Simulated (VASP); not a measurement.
Cr:

```xyz
2
Lattice="1.1471 -2.4670 0.0000 1.1471 2.4670 0.0000 0.0000 0.0000 4.0643" Properties=species:S:1:pos:R:3 pbc="T T T"
Cr    1.1471   -1.8282    3.0482
Cr    1.1471    1.8282    1.0161
```

Program: VASP 6.6.1. Alike in all runs: task single point; potentials or basis VASP PAW PBE potentials, release 64 (Cr_pv); cell as given; cutoff (eV) 520; smearing fermi-dirac 0.05 eV.

Question: Order these runs on this cell by their pressure, lowest first.
A. level PBEsol; spin collinear, ferromagnetic start; fixed moment (μB) 12.0; k mesh 11 × 11 × 6
B. level PBEsol; spin collinear, ferromagnetic start; fixed moment (μB) 9.0; k mesh 11 × 11 × 6
C. level PBE; spin off; k mesh 13 × 13 × 7
D. level PBEsol; spin collinear, ferromagnetic start; fixed moment (μB) 7.5; k mesh 11 × 11 × 6

Answer: C (7.2 GPa), D (84.4 GPa), B (120.0 GPa), A (207.6 GPa).

Caveats: the PAW data sets were made with another functional, which shifts forces and pressure a little (some runs); the total moment is fixed, so each spin has its own Fermi level (some runs).
